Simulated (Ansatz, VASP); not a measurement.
Two plane-wave programs on C

```
C
1.0
     0.00000    1.76575    1.76575
     1.76575    0.00000    1.76575
     1.76575    1.76575    0.00000
C
2
Direct
  0.50000 0.50000 0.50000
  0.75000 0.75000 0.75000
```

Alike in both runs: functional LDA; k mesh 8 × 8 × 8; occupations gaussian, width 0.02 eV; no spin polarisation.

Ansatz relaxed the structure, and its values are those at the end. VASP's run is a single point on that final structure, the one shown.

```csv
,VASP,Ansatz
version,VASP 6.6.1,Ansatz 0.2.0
potentials or method,"VASP PAW LDA potentials, release 64 (C), cutoff 600 eV","scalar-relativistic, plane waves, PAW"
valence electrons in the cell,8,8
```

VASP gave:

| Item | Value |
| --- | --- |
| gap on the k mesh at the Fermi level (eV) | 4.17 |
| least direct gap on the mesh (eV) | 5.63 |
| pressure (GPa) | 0.9 |

Q: What did Ansatz give for the same quantities?

A: gap on the k mesh at the Fermi level (eV): 4.18; least direct gap on the mesh (eV): 5.62; pressure (GPa): 0.0.

Ansatz warns that its potentials were made for another functional, while VASP's fit it. LDA's correlation is that of Perdew and Zunger in VASP and of Perdew and Wang (1992) in Ansatz.
